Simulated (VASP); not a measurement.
# La (P6/mmm) in VASP: further runs

The runs below take La through single point, with BLYP.

All numbers are computed with VASP 6.6.1; they aren't measurements. Logs are shortened: lines on timing, memory, paths and dates and some standing lists are left out, and cuts for length are marked.

### 1 The cell of the first run

The structure is hexagonal, space group P6/mmm (No. 191). Conventional cell: a = 6.089 Å, b = 6.089 Å, c = 3.742 Å, α = 90.00°, β = 90.00°, γ = 120.00°. Within 4.9 Å of La (site symmetry 6/mmm) lie 14 La at 3.74 to 3.98 Å. La (site symmetry -6m2) has 11 La at 3.52 to 3.98 Å within 4.6 Å.

### 2 Single point, BLYP

INCAR reads:

```
SYSTEM = La
AGGAC = 1.0
AGGAX = 1.0
ALDAC = 0.0
ALDAX = 1.0
ALGO = Normal
EDIFF = 1E-6
ENCUT = 520
GGA = B5
ISIF = 2
ISMEAR = -1
LASPH = .TRUE.
LCHARG = .TRUE.
LELF = .TRUE.
LREAL = .FALSE.
LVHAR = .TRUE.
LWAVE = .FALSE.
NBANDS = 24
NELM = 60
PREC = Accurate
SIGMA = 0.1
```

KPOINTS reads:

```
k-points
0
G
  7 7 10
  0 0 0
```

POSCAR reads:

```
La
1.0
    6.0885228176      0.0000000000      0.0000000000
   -3.0442614088      5.2728154316      0.0000000000
    0.0000000000      0.0000000000      3.7415554064
La
3
Direct
    0.0000000000      1.0000000000      0.0000000000
    0.3333333333      0.6666666667      0.5000000000
    0.6666666667      0.3333333333      0.5000000000
```

Potentials or basis: VASP PAW PBE potentials, release 64 (La).

Run with:

```
$ cat potpaw_PBE.64/La/POTCAR > POTCAR
$ mpirun -np 1 vasp_std > vasp.out
```

OUTCAR:

```text
SYSTEM = La
   EDIFF = 1E-6
   ENCUT = 520
   GGA = B5
   ISIF = 2
   ISMEAR = -1
   LASPH = .TRUE.
   LREAL = .FALSE.
   NELM = 60
   PREC = Accurate

 ion  position               nearest neighbor table
   1  0.000  0.000  0.000-
   2  0.333  0.667  0.500-   3 3.52   3 3.52   3 3.52
   3  0.667  0.333  0.500-   2 3.52   2 3.52   2 3.52

  LATTYP: Found a hexagonal cell.
 ALAT       =     6.0885228176
 C/A-ratio  =     0.6145259726

  Lattice vectors:

 A1 = (   6.0885228176,   0.0000000000,   0.0000000000)
 A2 = (  -3.0442614088,   5.2728154316,   0.0000000000)
 A3 = (   0.0000000000,   0.0000000000,   3.7415554064)

Analysis of symmetry for initial positions (statically):
=====================================================================
 Subroutine PRICEL returns:
 Original cell was already a primitive cell.

 Routine SETGRP: Setting up the symmetry group for a
 hexagonal supercell.

 Subroutine GETGRP returns: Found 24 space group operations
 (whereof 24 operations were pure point group operations)
 out of a pool of 24 trial point group operations.

The static configuration has the point symmetry D_6h.

Analysis of symmetry for dynamics (positions and initial velocities):
=====================================================================
 Subroutine PRICEL returns:
 Original cell was already a primitive cell.

 Routine SETGRP: Setting up the symmetry group for a
 hexagonal supercell.

 Subroutine GETGRP returns: Found 24 space group operations
 (whereof 24 operations were pure point group operations)
 out of a pool of 24 trial point group operations.

The dynamic configuration has the point symmetry D_6h.

 Subroutine INISYM returns: Found 24 space group operations
 (whereof 24 operations are pure point group operations),
 and found     1 'primitive' translations

----------------------------------------------------------------------------------------

                                     Primitive cell

  volume of cell :     120.1176

  direct lattice vectors                    reciprocal lattice vectors
     6.088522818  0.000000000  0.000000000     0.164243451  0.094826001  0.000000000
    -3.044261409  5.272815432  0.000000000     0.000000000  0.189652001  0.000000000
     0.000000000  0.000000000  3.741555406     0.000000000  0.000000000  0.267268526

  length of vectors
     6.088522818  6.088522818  3.741555406     0.189652001  0.189652001  0.267268526

  position of ions in fractional coordinates (direct lattice)
     0.000000000  0.000000000  0.000000000
     0.333333333  0.666666667  0.500000000
     0.666666667  0.333333333  0.500000000

  ion indices of the primitive-cell ions
   primitive index   ion index
                 1           1
                 2           2
                 3           3

----------------------------------------------------------------------------------------

 KPOINTS: k-points

Automatic generation of k-mesh.
 Grid dimensions read from file:
 generate k-points for:    7    7   10

 Generating k-lattice:

  Cartesian coordinates                     Fractional coordinates (reciprocal lattice)
     0.023463350  0.013546572  0.000000000     0.142857143  0.000000000  0.000000000
     0.000000000  0.027093143  0.000000000     0.000000000  0.142857143  0.000000000
     0.000000000  0.000000000  0.026726853     0.000000000  0.000000000  0.100000000

  Length of vectors
     0.027093143  0.027093143  0.026726853

  Shift w.r.t. Gamma in fractional coordinates (k-lattice)
     0.000000000  0.000000000  0.000000000

 Subroutine IBZKPT returns following result:
 ===========================================

 Found     48 irreducible k-points:

 Following reciprocal coordinates:
            Coordinates               Weight
  0.000000  0.000000  0.000000      1.000000
  0.142857  0.000000  0.000000      6.000000
  0.285714  0.000000  0.000000      6.000000
  0.428571 -0.000000  0.000000      6.000000
  0.142857  0.142857  0.000000      6.000000
  0.285714  0.142857  0.000000     12.000000
[... 16 lines left out ...]
  0.428571  0.142857  0.200000     12.000000
  0.285714  0.285714  0.200000     12.000000
 [... further k-points ...]
   k-points           NKPTS =     48   k-points in BZ     NKDIM =     48   number of bands    NBANDS=     24
   number of dos      NEDOS =    301   number of ions     NIONS =      3
   total plane-waves  NPLWV =  64512
   dimension x,y,z NGX =    48 NGY =   48 NGZ =   28
   dimension x,y,z NGXF=    96 NGYF=   96 NGZF=   56
   ions per type =               3
   NGX,Y,Z   is equivalent  to a cutoff of  13.11, 13.11, 12.44 a.u.
   NGXF,Y,Z  is equivalent  to a cutoff of  26.21, 26.21, 24.88 a.u.
 SYSTEM =  La
   PREC   = accura    normal or accurate (medium, high low for compatibility)
   ISTART =      0    job   : 0-new  1-cont  2-samecut
   ICHARG =      2    charge: 1-file 2-atom 10-const
   ISPIN  =      1    spin polarized calculation?
   LNONCOLLINEAR =      F non collinear calculations
   LSORBIT =      F    spin-orbit coupling
   LASPH  =      T    aspherical Exc in radial PAW
   ENCUT  =  520.0 eV  38.22 Ry    6.18 a.u.  11.32 11.32  6.96*2*pi/ulx,y,z
   NELM   =     60;   NELMIN=  2; NELMDL= -5     # of ELM steps
   EDIFF  = 0.1E-05   stopping-criterion for ELM
   LREAL  =      F    real-space projection
   EDIFFG = 0.1E-04   stopping-criterion for IOM
   NSW    =      0    number of steps for IOM
   IBRION =     -1    ionic relax: 0-MD 1-quasi-New 2-CG
   NFREE  =      0    steps in history (QN), initial steepest desc. (CG)
   ISIF   =      2    stress and relaxation
   ISYM   =      2    0-nonsym 1-usesym 2-fastsym
   POTIM  = 0.5000    time-step for ionic-motion
   TEBEG  =    0.0;   TEEND  =   0.0 temperature during run
   PSTRESS=    0.0 pullay stress
   NELECT =      33.0000    total number of electrons
   NUPDOWN=      -1.0000    fix difference up-down
   EMIN   =  10.00;   EMAX   =-10.00  energy-range for DOS
   EFERMI =   0.00;   METHOD = LEGACY
   ISMEAR =    -1;   SIGMA  =   0.10  broadening in eV -4-tet -1-fermi 0-gaus
   EFERMI_NEDOS =   21; number of points for ismear=-14 and -15
   IALGO  =     38    algorithm
   IMIX   =      4    mixing-type and parameters
     AMIX     =   0.40;   BMIX     =  1.00
     AMIX_MAG =   1.60;   BMIX_MAG =  1.00
  volume/ion in A,a.u.               =      40.04       270.20
  Fermi-wavevector in a.u.,A,eV,Ry     =   1.064251  2.011142 15.410359  1.132629
  Thomas-Fermi vector in A             =   2.199763
   LORBIT       =      0    0 simple, 1 ext, 2 COOP (PROOUT), +10 PAW based schemes
   GGA     = B5    functional components
   LHFCALC =     F    Hartree Fock is set to
   AEXX    =    0.0000 exact exchange contribution
   IVDW    =     0    specifies the selected vdW correction
   LEPSILON=     F    determine dielectric tensor
   LRPA    =     F    only Hartree local field effects (RPA)
 non-spin polarized calculation
  energy-cutoff  :      520.00
  volume of cell :      120.12
 maximum number of plane-waves:      3266
 NGX is ok and might be reduce to    48
   NGX = 23   NGY = 23   NGZ = 13

 number of electron      32.9999998 magnetization

 Free energy of the ion-electron system (eV)
  ---------------------------------------------------
  ext. energy  EPLUGINS =         0.00000000
  ---------------------------------------------------
  free energy    TOTEN  =       -11.84511652 eV

  energy without entropy =      -11.66727794  energy(sigma->0) =      -11.75619723

 E-fermi :   7.6414     XC(G=0):  -8.7094

 val. band max:        7.6304153182   @ k =   0.2857   0.2857   0.5000
 cond. band min:       7.6521807245   @ k =   0.4286   0.1429   0.1000
 fundamental gap:      0.0217654063
 Fermi energy:         7.6413913252

 k-point     1 :       0.0000    0.0000    0.0000
  band No.  band energies     occupation
      1     -25.3733      2.00000
      2     -25.2223      2.00000
      3     -25.1415      2.00000
      4      -9.3957      2.00000
      5      -9.3957      2.00000
      6      -9.1544      2.00000
[... 16 lines left out ...]
     23       9.0258      0.00000
     24       9.1510      0.00000

 k-point     2 :       0.1429    0.0000    0.0000
  band No.  band energies     occupation
      1     -25.3623      2.00000
      2     -25.2252      2.00000
      3     -25.1502      2.00000
      4      -9.4693      2.00000
      5      -9.4273      2.00000
      6      -9.0653      2.00000
[... 16 lines left out ...]
     23       9.0126      0.00000
     24       9.1534      0.00000

 k-point     3 :       0.2857    0.0000    0.0000
  band No.  band energies     occupation
      1     -25.3321      2.00000
      2     -25.2339      2.00000
      3     -25.1731      2.00000
      4      -9.5692      2.00000
      5      -9.4037      2.00000
      6      -8.9241      2.00000
[... 16 lines left out ...]
     23       8.9925      0.00000
     24       9.1459      0.00000

 k-point     4 :       0.4286   -0.0000    0.0000
  band No.  band energies     occupation
      1     -25.2910      2.00000
      2     -25.2535      2.00000
      3     -25.1957      2.00000
      4      -9.6269      2.00000
      5      -9.2748      2.00000
      6      -9.0177      2.00000
[... 16 lines left out ...]
     23       9.0958      0.00000
     24       9.1348      0.00000

 k-point     5 :       0.1429    0.1429    0.0000
  band No.  band energies     occupation
      1     -25.3417      2.00000
      2     -25.2306      2.00000
      3     -25.1664      2.00000
      4      -9.5196      2.00000
      5      -9.4518      2.00000
      6      -8.9445      2.00000
[... 451 lines left out ...]
 k-point    22 :       0.2857    0.1429    0.2000
  band No.  band energies     occupation
      1     -25.2784      2.00000
      2     -25.2239      2.00000
      3     -25.1714      2.00000
      4      -9.5167      2.00000
      5      -9.3333      2.00000
      6      -9.0531      2.00000
[... 16 lines left out ...]
     23       8.8698      0.00001
     24       8.9866      0.00000

 k-point    23 :       0.4286    0.1429    0.2000
  band No.  band energies     occupation
      1     -25.2436      2.00000
      2     -25.2429      2.00000
      3     -25.1878      2.00000
      4      -9.5353      2.00000
      5      -9.2554      2.00000
      6      -9.1437      2.00000
[... 16 lines left out ...]
     23       8.8310      0.00001
     24       9.0327      0.00000

 k-point    24 :       0.2857    0.2857    0.2000
  band No.  band energies     occupation
      1     -25.2473      2.00000
      2     -25.2271      2.00000
      3     -25.2000      2.00000
      4      -9.5105      2.00000
      5      -9.2733      2.00000
      6      -9.1513      2.00000
[... 16 lines left out ...]
     23       8.8465      0.00001
     24       9.0842      0.00000

 [... further k-points ...]
[... 5 lines left out ...]
  --------------------------------------------------------------------------------------
  -------------------------------------------------------------------------------------
  Total       -0.0313645     -0.0313645      0.0153590      0.0000000     -0.0000000      0.0000000
  in kB       -0.4183528     -0.4183528      0.2048640      0.0000000     -0.0000000      0.0000000
  external PRESSURE =      -0.2106139 kB  Pullay stress =       0.0000000 kB

 VOLUME and BASIS-vectors are now :
 -----------------------------------------------------------------------------
  energy-cutoff  :      520.00
  volume of cell :      120.12
      direct lattice vectors                 reciprocal lattice vectors
     6.088522818  0.000000000  0.000000000     0.164243451  0.094826001  0.000000000
    -3.044261409  5.272815432  0.000000000     0.000000000  0.189652001  0.000000000
     0.000000000  0.000000000  3.741555406     0.000000000  0.000000000  0.267268526

 POSITION                                       TOTAL-FORCE (eV/Angst)
 -----------------------------------------------------------------------------------
      0.00000      0.00000      0.00000        -0.000000      0.000000      0.000000
     -0.00000      3.51521      1.87078         0.000000     -0.000000      0.000000
      3.04426      1.75761      1.87078        -0.000000      0.000000     -0.000000
 -----------------------------------------------------------------------------------
    total drift:                               -0.000000      0.000000     -0.000000

  FREE ENERGIE OF THE ION-ELECTRON SYSTEM (eV)
  ---------------------------------------------------
  free  energy   TOTEN  =       -11.8451165225 eV

  energy  without entropy=      -11.6672779410  energy(sigma->0) =      -11.75619723
```

Wall time 5.4 min (1 thread of Oxide Virtual Turin-like, shared host); peak memory 0.28 GiB.

Results:

| Item | Value |
| --- | --- |
| Free energy | -11.8451 eV |
| Pressure | 0.0 GPa |

Caveat: the PAW data sets were made with another functional, which shifts forces and pressure a little; spin-orbit coupling is left out, which moves the levels of the heavy elements.

(Continued in part 2 of 2.)
